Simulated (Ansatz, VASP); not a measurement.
# Au in VASP and in Ansatz

File INCAR:

```
SYSTEM = Au
ALGO = Normal
EDIFF = 1E-6
ENCUT = 520
GGA = PS
ISIF = 2
ISMEAR = 0
LASPH = .True.
LCHARG = .True.
LELF = .True.
LREAL = .False.
LVHAR = .True.
LWAVE = .False.
NBANDS = 12
NELM = 80
PREC = Accurate
SIGMA = 0.15
```

KPOINTS

```
k-points
0
Gamma
  20 20 20
  0 0 0
```

Contents of POSCAR:

```
Au
1.0
   -1.6572690000      1.6572690000      1.6904143800
    1.6572690000     -1.6572690000      1.6904143800
    1.6572690000      1.6572690000     -1.6904143800
Au
1
Direct
    0.0000000000      0.0000000000      0.0000000000
```

Input for Ansatz:

```yaml
crystal:
  lattice:
    - [-1.657269, 1.657269, 1.69041438]
    - [1.657269, -1.657269, 1.69041438]
    - [1.657269, 1.657269, -1.69041438]
  atoms:
    - { symbol: Au, position: [0.0, 0.0, 0.0] }
basis:
  ecutwfc: 420
kpoints:
  mp_grid: { grid: [20, 20, 20] }
hamiltonian:
  xc: pbesol
scf:
  occupations: { method: gaussian, width: 0.15 }
output:
  forces: true
  stress: true
  eigenvalues: true
```

Change from the starting cell: strain +0.0200 x Voigt [0, 0, 1, 0, 0, 0], atoms carried along.

Alike in both runs: task single point; functional PBEsol; k mesh 20 × 20 × 20; occupations gaussian, width 0.15 eV; no spin polarisation.

|  | VASP | Ansatz |
| --- | --- | --- |
| version | VASP 6.6.1 | Ansatz 0.2.0 |
| potentials or method | VASP PAW PBE potentials, release 64 (Au), cutoff 520 eV | scalar-relativistic, plane waves, PAW |
| valence electrons in the cell | 11 | 19 |

|  | VASP | Ansatz | Ansatz less VASP |
| --- | --- | --- | --- |
| gap on the k mesh at the Fermi level (eV) | none | none | - |
| pressure (GPa) | -11.7 | -11.6 | +0.19 |
| traceless stress, the component that is largest in VASP (GPa) | 0.06 | 0.06 | -0.004 |

VASP's potentials were made for PBE, not for PBEsol. A gap of «none» marks a metal or a gap that the smearing closes. VASP's potentials hold 11 valence electrons a cell and Ansatz's 19, so a difference there can come from the potentials and not from the codes.

Spin-orbit coupling is off throughout.
